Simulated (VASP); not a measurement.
The system is Si4Ru.

```xyz
5
Lattice="4.4979 0.0000 0.0000 0.0000 4.4979 0.0000 0.0000 0.0000 4.4979" Properties=species:S:1:pos:R:3 pbc="T T T"
Si    1.0965    3.4014    3.4014
Si    3.4014    1.0965    3.4014
Si    3.4014    3.4014    1.0965
Si    1.0965    1.0965    1.0965
Ru    0.0000    0.0000    0.0000
```

- Program: VASP 6.6.1
- Task: relaxation of cell and atoms
- Functional: PBE
- Potentials or basis: VASP PAW PBE potentials, release 64 (Si, Ru_pv)
- Cutoff: 600 eV
- k mesh: 4 × 4 × 4
- Occupations: gaussian, width 0.1 eV
- Spin: no spin polarisation

At the start: pressure 41.4 GPa; volume 18.20 Å³/atom.

Problem. How do energy, volume and symmetry change on relaxing?

Solution. Over 14 steps the energy falls by 1560.4 meV/atom and the volume is 17.41 Å³/atom (-4.4 %); space group P-43m (No. 215, to 0.05 Å).

The path:
```
step  energy change (eV)  largest force (eV/Å)  pressure (GPa)  volume (Å³)
   1              0.0000               11.6705           41.41        91.00
   2             -0.2483                0.1533          -14.60       168.07
   3             -2.2081                0.6050          -16.61       149.85
   4             -4.0284                0.7013          -16.99       135.19
   5             -6.2308                1.0490           -9.02       111.64
   6             -6.2344                1.7959           -5.50       107.94
   7             -6.2549                1.4423           -7.18       109.57
   8             -7.1201                1.5049           -4.91        98.44
   9             -7.6878                0.4692            6.83        81.53
  10             -7.7212                0.8676            2.86        85.26
  11             -7.7249                0.7593            3.92        84.16
  12             -7.7519                0.7399           -0.29        86.43
  13             -7.7964                0.0704            1.33        85.42
  14             -7.8021                0.0244           -0.30        87.03
```

Final structure:
```cif
data_structure
_symmetry_space_group_name_H-M 'P 1'
_symmetry_Int_Tables_number 1
_cell_length_a 4.4316
_cell_length_b 4.4316
_cell_length_c 4.4316
_cell_angle_alpha 90.000
_cell_angle_beta 90.000
_cell_angle_gamma 90.000
_cell_volume 87.03
loop_
_atom_site_label
_atom_site_type_symbol
_atom_site_fract_x
_atom_site_fract_y
_atom_site_fract_z
_atom_site_occupancy
Si1 Si 0.29711 0.70289 0.70289 1
Si2 Si 0.70289 0.29711 0.70289 1
Si3 Si 0.70289 0.70289 0.29711 1
Si4 Si 0.29711 0.29711 0.29711 1
Ru1 Ru 0.00000 0.00000 0.00000 1
```
